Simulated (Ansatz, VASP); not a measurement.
**Si3S2: VASP beside Ansatz**

Contents of INCAR:

```
SYSTEM = Si3S2
  ALGO = Normal
  EDIFF = 1E-6
  ENCUT = 520
  GGA = PE
  ISIF = 2
  ISMEAR = 0
  LASPH = .True.
  LCHARG = .False.
  LREAL = .False.
  LWAVE = .False.
  NBANDS = 20
  NELM = 60
  PREC = Accurate
  SIGMA = 0.1
```

KPOINTS

```
k-points
0
Gamma
  6 6 4
  0 0 0
```

POSCAR

```
Si3S2
1.0
    4.3476836400      0.0000000000      0.0000000000
   -2.1738418200      3.7652044800      0.0000000000
    0.0000000000      0.0000000000      5.3387979600
Si S
3 2
Direct
    0.0000000000      0.0000000000      0.7454000100
    0.0000000000      0.0000000000      0.2545999900
    0.6666666700      0.3333333300      0.0000000000
    0.6666666700      0.3333333300      0.5000000000
    0.3333333300      0.6666666700      0.0000000000
```

Input for Ansatz:

```yaml
crystal:
  lattice:
    - [4.34768364, 0.0, 0.0]
    - [-2.17384182, 3.76520448, 0.0]
    - [0.0, 0.0, 5.33879796]
  atoms:
    - { symbol: Si, position: [0.0, 0.0, 0.74540001] }
    - { symbol: Si, position: [0.0, 0.0, 0.25459999] }
    - { symbol: Si, position: [0.66666667, 0.33333333, 0.0] }
    - { symbol: S, position: [0.66666667, 0.33333333, 0.5] }
    - { symbol: S, position: [0.33333333, 0.66666667, 0.0] }
basis:
  ecutwfc: 420
kpoints:
  mp_grid: { grid: [6, 6, 4] }
hamiltonian:
  xc: pbe
scf:
  occupations: { method: gaussian, width: 0.1 }
  lower_state_search: "off"
output:
  forces: true
  stress: true
  eigenvalues: true
```

Change from the starting cell: species swapped into the Fe3Ge2 type (P-6m2, No. 187).

Alike in both runs: task single point; functional PBE; k mesh 6 × 6 × 4; occupations gaussian, width 0.1 eV; no spin polarisation.

|  | VASP | Ansatz |
| --- | --- | --- |
| version | VASP 6.6.1 | Ansatz 0.2.0 |
| potentials or method | VASP PAW PBE potentials, release 64 (Si, S), cutoff 520 eV | scalar-relativistic, plane waves, PAW |
| valence electrons in the cell | 24 | 24 |

```csv
,VASP,Ansatz,Ansatz less VASP
gap on the k mesh at the Fermi level (eV),none,none,-
pressure (GPa),1.1,1.1,+0.04
"traceless stress, the component that is largest in VASP (GPa)",-5.38,-5.37,+0.007
rms of the force components (eV/Å),0.109,0.111,+0.0015
```

Atom by atom the forces differ by 0.002 eV/Å (rms over components). A gap of «none» marks a metal or a gap that the smearing closes. The functional is the same, so the differences come from potentials, cutoffs and numerics.
